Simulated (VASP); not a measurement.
Input of a VASP 6.6.1 run:

Contents of INCAR:

```
  ALGO = Normal
  EDIFF = 1E-6
  ENCUT = 520
  GGA = PE
  ISIF = 2
  ISMEAR = 0
  LASPH = True
  LCHARG = True
  LELF = True
  LREAL = False
  LVHAR = True
  LWAVE = False
  NBANDS = 30
  NELM = 100
  PREC = Accurate
  SIGMA = 0.1
```

KPOINTS

```
k-points
0
Gamma
  4 4 4
```

The input POSCAR:

```
Rh
1.0
    3.6881927733      0.0000000000      0.0000000000
    0.0000000000      3.6881927733      0.0000000000
    0.0000000000      0.0000000000      3.6881927733
Rh
3
Direct
    0.0000000000      0.5000000000      0.5000000000
    0.5000000000      0.0000000000      0.5000000000
    0.5000000000      0.5000000000      0.0000000000
```

Potentials or basis: VASP PAW PBE potentials, release 64 (Rh_pv).

Command:

```sh
$ cat potpaw_PBE.64/Rh_pv/POTCAR > POTCAR
$ mpirun -np 1 vasp_std > vasp.out
```

(1) Estimate the pressure.

## Answers

(1) -0.3 GPa.

Caveat: the k points lie up to 0.43 Å⁻¹ apart.
